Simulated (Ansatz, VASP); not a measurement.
One calculation of KTaO3, two programs

```
Ta K O
1.0
     3.98830    0.00000    0.00000
     0.00000    3.98830    0.00000
     0.00000    0.00000    3.98830
Ta K O
1 1 3
Direct
  0.00000 0.00000 0.00000
  0.50000 0.50000 0.50000
  0.00000 0.00000 0.50000
  0.00000 0.50000 0.00000
  0.50000 0.00000 0.00000
```

Alike in both runs: task single point; functional PBE; k mesh 7 × 7 × 7; occupations gaussian, width 0.015 eV; no spin polarisation.

|  | VASP | Ansatz |
| --- | --- | --- |
| version | VASP 6.6.1 | Ansatz 0.2.0 |
| potentials or method | VASP PAW PBE potentials, release 64 (Ta_pv, K_sv, O) | Ansatz PAW |
| plane-wave cutoff (eV) | 520 | 420 |
| valence electrons in the cell | 38 | 40 |

Ansatz gave:

- gap on the k mesh at the Fermi level (eV): 2.28
- least direct gap on the mesh (eV): 2.83
- pressure (GPa): 5.4

Q: Estimate VASP's values.

A: gap on the k mesh at the Fermi level (eV): 2.23; least direct gap on the mesh (eV): 2.80; pressure (GPa): 6.1.

VASP's potentials hold 38 valence electrons a cell and Ansatz's 40, so a difference there can come from the potentials and not from the codes.

Neither program's run includes spin-orbit coupling. Noted on Ansatz's run: odd divisions of the mesh miss points on the zone boundary, where band edges often lie, so the gap on the mesh can be too wide.
